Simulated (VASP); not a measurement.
Input of a VASP 6.6.1 run:

File INCAR:

```
SYSTEM = ZnO
ALGO = Normal
EDIFF = 1E-6
ENCUT = 1340
GGA = PE
GGA_COMPAT = .FALSE.
ISIF = 2
ISMEAR = 0
LASPH = .TRUE.
LCHARG = .TRUE.
LELF = .TRUE.
LREAL = .FALSE.
LVHAR = .TRUE.
LWAVE = .FALSE.
NBANDS = 26
NELM = 120
PREC = Accurate
SIGMA = 0.017
```

KPOINTS

```
k-points
0
G
  9 9 5
  0 0 0
```

Contents of POSCAR:

```
ZnO
1.0
    3.2493080000      0.0000000000      0.0000000000
   -1.6246540000      2.8139832727      0.0000000000
    0.0000000000      0.0000000000      5.2057090000
Zn O
2 2
Direct
    0.6666666667      0.3333333333      0.0000000000
    0.3333333333      0.6666666667      0.5000000000
    0.3333333333      0.6666666667      0.8790100000
    0.6666666667      0.3333333333      0.3790100000
```

Potentials or basis: VASP PAW PBE potentials, release 64 (Zn, O_h).

Run with:

```console
$ cat potpaw_PBE.64/Zn/POTCAR potpaw_PBE.64/O_h/POTCAR > POTCAR
$ mpirun -np 1 vasp_std > vasp.out
```

(1) Estimate the pressure.

(2) Estimate the band gap on the k mesh.

## Answers

(1) 5.8 GPa.

(2) 0.79 eV.

Caveat: the cell stands under pressure; semilocal functionals underestimate gaps, and a narrow one can read as zero.
